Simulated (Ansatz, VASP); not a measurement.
# One calculation of Eu, two programs

```xyz
1
Lattice="-2.1940 2.1940 2.1940 2.1940 -2.1940 2.1940 2.1940 2.1940 -2.1940" Properties=species:S:1:pos:R:3 pbc="T T T"
Eu    0.0000    0.0000    0.0000
```

Alike in both runs: task single point; functional PBE; k mesh 8 × 8 × 8; occupations fermi-dirac, width 0.05 eV; collinear spin.

|  | VASP | Ansatz |
| --- | --- | --- |
| version | VASP 6.6.1 | Ansatz 0.2.0 |
| potentials or method | VASP PAW PBE potentials, release 64 (Eu), cutoff 520 eV | plane waves (420 eV) with PAW, scalar-relativistic |
| valence electrons in the cell | 17 | 17 |

VASP gave:

```
pressure (GPa)                                                : -0.3
net moment per atom (μB)                                      : 7.24
size of the moment on the site where the two differ most (μB) : 6.66
```

Q: Which values does Ansatz return?

A: Pressure (GPa): 0.0; net moment per atom (μB): 7.25; size of the moment on the site where the two differ most (μB): 7.01.

Site moments also hang on the region over which each program counts them. With one functional, cell and mesh, what is left measures potentials, basis and numerics.

Spin-orbit coupling is off throughout.
